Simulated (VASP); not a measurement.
# Si8O15 (a cell with a defect) in VASP: a series of runs, part 2 of 2

VASP 6.6.1. The steps go on from the part before.

## Step 5: Single point, PBE+D3(BJ)

The input, INCAR:

```
  PREC = Accurate
  ENCUT = 520
  EDIFF = 1E-6
  ISMEAR = 0
  SIGMA = 0.02
  LREAL = Auto
  LASPH = T
  NELM = 100
  ALGO = Normal
  ISIF = 2
  LWAVE = F
  LCHARG = F
  GGA = PE
  IVDW = 12
  NELECT = 124.0
  NBANDS = 78
```

The input, KPOINTS:

```
regular mesh
0
Gamma
  2 2 2
```

The input, POSCAR:

```
Si8O15
1.0
   -4.1246000000     -4.1246000000      0.0000000000
    4.1246000000     -4.1246000000      0.0000000000
    0.0000000000      0.0000000000      5.2948000000
Si O
8 15
Direct
    0.4827082626      0.4859851864      0.0094218856
   -0.0201835329      0.5214209863      0.2835323336
    0.4946130534      0.4886505358      0.5123779935
   -0.0064991757      0.4971334190      0.7662655813
    0.0289922659     -0.0884848228      0.0093616378
    0.5041589487     -0.0127154148      0.2424348417
   -0.0365093585      0.1606217573      0.4554377880
    0.5133378994     -0.0180658731      0.7383276044
    0.1899752703      0.4744435824      0.0111630279
    0.7890710614      0.5134011783      0.0084796404
    0.0453063327      1.1135873782      0.1811577397
    0.2065825777      0.4985718615      0.5318886455
   -0.0291040343      0.2088724967      0.7628033165
    0.7818115696      0.5773279833      0.5379309889
    0.0285856810      0.7841530088      0.7392730604
    0.7067446540     -0.0355045338     -0.0020455919
    0.4694740096      0.6810617999      0.2567033693
    0.3256844300     -0.0348935654     -0.0104893480
    0.4976046162      0.2881089075      0.2521464456
    0.7193367842     -0.0181497600      0.4741263126
    0.4768118121      0.6809790040      0.7574118003
    0.3175464287      0.0192636862      0.4944530483
    0.5139298356      0.2855498715      0.7531245751
```

The run is started by

```console
$ cat potpaw_PBE.64/Si/POTCAR potpaw_PBE.64/O/POTCAR > POTCAR
$ mpirun -np 1 vasp_std > vasp.out
```

It took 81 s on 1 thread of Intel Xeon 6975P-C (Granite Rapids), shared host; peak memory 0.3 GiB.

Results (log left out):

* Free energy: -148.0708 eV
* Largest force: 5.674 eV/Å
* Dispersion energy per atom: -0.247 eV

Forces in eV/Å, atoms in the order of the input:
```
Si  -0.206 -1.010 -0.584
Si   1.620 -1.722 -1.581
Si   0.338 -0.801 -0.379
Si   1.135 -1.158  1.253
Si  -2.829  4.737 -1.325
Si  -0.473  0.665  0.050
Si   0.496  0.293  0.423
Si  -0.123  0.585  0.510
O   -0.989  0.122 -0.108
O   -0.121  1.495  0.352
O    2.263 -1.813  2.774
O   -0.227  1.467 -1.252
O   -1.026  0.336 -1.398
O   -1.122  1.816 -1.136
O    0.922 -0.944  1.152
O    0.569  0.141 -0.450
O   -0.721 -0.798  0.529
O    0.536 -1.186 -0.835
O    0.144 -1.624 -0.132
O    0.983 -0.167  0.840
O   -0.008 -0.732  0.188
O   -1.341  0.754  0.731
O    0.182 -0.458  0.379
```

Levels at points of the mesh, in eV from the Fermi level:
```csv
k point,band 58,band 59,band 60,band 61,band 62,band 63,band 64,band 65,band 66,band 67
"(0.00, 0.00, 0.00)",-3.48,-2.98,-2.75,-1.43,-0.36,2.90,3.68,3.81,4.21,4.57
"(0.50, 0.00, 0.00)",-3.72,-3.45,-3.26,-0.92,-0.23,3.34,3.70,4.10,4.45,4.85
"(0.00, 0.50, 0.00)",-3.61,-3.33,-2.96,-0.96,-0.39,3.07,3.62,4.04,4.30,4.73
"(0.50, 0.50, 0.00)",-3.60,-3.44,-3.02,-0.82,-0.34,3.52,3.86,4.39,4.65,4.79
"(0.00, 0.00, 0.50)",-3.55,-3.22,-2.95,-0.77,-0.26,3.08,3.88,4.14,4.91,5.07
"(0.50, 0.00, 0.50)",-3.63,-3.26,-2.98,-0.81,-0.31,3.76,4.21,4.55,4.87,5.12
"(0.00, 0.50, 0.50)",-3.58,-3.21,-2.85,-0.84,-0.15,3.13,3.88,4.64,4.97,5.40
"(0.50, 0.50, 0.50)",-3.75,-3.62,-3.08,-0.80,-0.13,3.87,3.92,4.94,5.22,5.71
```

Caveat: the k points lie up to 0.59 Å⁻¹ apart; the cell carries a net charge on a neutralising background, which shifts energy and pressure; the cell is charged against a uniform background, so pressure and absolute levels hang on convention.

## Step 6: Single point, PBE+D3(BJ)

The input, INCAR:

```
SYSTEM = Si8O15
PREC = Accurate
ENCUT = 520
EDIFF = 1E-6
ISMEAR = 0
SIGMA = 0.02
LREAL = Auto
LASPH = .True.
NELM = 80
ALGO = Normal
ISIF = 2
LWAVE = .False.
LCHARG = .False.
GGA = PE
IVDW = 12
NBANDS = 78
NELECT = 124.0
```

The input, KPOINTS:

```
Automatic mesh
0
Gamma
  2 2 2
  0 0 0
```

The input, POSCAR:

```
Si8O15
1.0
   -4.1246000000     -4.1246000000      0.0000000000
    4.1246000000     -4.1246000000      0.0000000000
    0.0000000000      0.0000000000      5.2948000000
Si O
8 15
Direct
    0.4884427581      0.4885150075      0.0038201632
   -0.0012118751      0.5295981429      0.2546953615
    0.4930851477      0.4939468070      0.5076235174
   -0.0034560927      0.5022814334      0.7598498527
    0.0152175969     -0.1026505601      0.0535538642
    0.4991744654     -0.0098567134      0.2476780993
   -0.0144550987      0.0777674199      0.4609926721
    0.5055099888     -0.0116987102      0.7446862960
    0.2048540465      0.4744906173     -0.0133785979
    0.7872086990      0.5037399990      0.0015636096
    0.0243439364      1.2148397420      0.2149535393
    0.1993324201      0.4994245503      0.5155105009
   -0.0246356010      0.2141550696      0.7359715192
    0.7947094264      0.5455485380      0.5110963587
    0.0198376812      0.7944483101      0.7579842487
    0.7029668331     -0.0267177423      0.0042473748
    0.4776171023      0.6854716821      0.2540505779
    0.3138347961     -0.0177367502     -0.0012608597
    0.5032692867      0.2951637735      0.2532318501
    0.7006936430     -0.0094530379      0.4895259500
    0.4868206614      0.6879831984      0.7523400317
    0.3142282888      0.0115395432      0.4987242200
    0.5126018281      0.2920088009      0.7501831986
```

Potentials or basis: VASP PAW PBE potentials, release 64 (Si, O).

The run is started by

```console
$ cat potpaw_PBE.64/Si/POTCAR potpaw_PBE.64/O/POTCAR > POTCAR
$ mpirun -np 1 vasp_std > vasp.out
```

It took 74 s on 1 thread of Intel Xeon 6975P-C (Granite Rapids), shared host; peak memory 0.31 GiB.

Results (log left out):

```yaml
Free_energy: -150.6507 eV
Largest_force: 6.604 eV/Å
Dispersion_energy_per_atom: -0.247 eV
```

Forces on the atoms (eV/Å):
```
Si  -0.683 -0.937 -0.442
Si   0.005 -0.631 -1.595
Si  -0.224 -0.422 -0.408
Si   0.245  0.024 -0.119
Si  -0.201  1.008  2.696
Si  -0.367 -0.255  0.207
Si  -5.065  3.349  2.297
Si  -0.104 -0.036  0.399
O   -0.500 -0.385 -0.682
O   -0.021  0.664 -0.444
O    5.593 -3.506 -0.204
O    0.148  0.535 -1.072
O   -0.307  0.001 -1.161
O   -1.443  1.027 -1.297
O    0.714  0.010  0.563
O    0.530  0.144  0.036
O   -0.293 -0.380  0.073
O    0.981 -0.030  0.255
O    0.132 -0.605  0.032
O    0.988  0.850  0.658
O   -0.041 -0.631 -0.173
O   -0.254  0.366  0.386
O    0.167 -0.160 -0.004
```

Levels at points of the mesh, in eV from the Fermi level:
```csv
k point,band 58,band 59,band 60,band 61,band 62,band 63,band 64,band 65,band 66,band 67
"(0.00, 0.00, 0.00)",-5.93,-5.73,-5.47,-5.10,-0.55,0.89,1.37,1.63,2.25,2.51
"(0.50, 0.00, 0.00)",-6.40,-6.06,-5.72,-4.64,-0.15,0.80,1.77,2.15,2.29,2.66
"(0.00, 0.50, 0.00)",-6.24,-5.96,-5.51,-5.07,-1.12,1.03,1.76,2.18,2.35,2.52
"(0.50, 0.50, 0.00)",-6.05,-5.86,-5.63,-4.90,-0.69,1.34,1.85,2.63,2.79,3.03
"(0.00, 0.00, 0.50)",-6.07,-5.96,-5.58,-4.76,-0.98,0.78,2.33,2.78,2.92,3.02
"(0.50, 0.00, 0.50)",-6.00,-5.85,-5.51,-4.75,-0.44,1.66,1.99,2.71,2.93,3.24
"(0.00, 0.50, 0.50)",-5.98,-5.79,-5.48,-4.97,-1.04,0.58,2.72,2.77,3.02,3.32
"(0.50, 0.50, 0.50)",-6.24,-5.98,-5.70,-4.70,-0.71,1.23,1.91,3.56,3.72,3.89
```

Caveat: the k points lie up to 0.59 Å⁻¹ apart; the cell carries a net charge on a neutralising background, which shifts energy and pressure; the cell is charged against a uniform background, so pressure and absolute levels hang on convention.
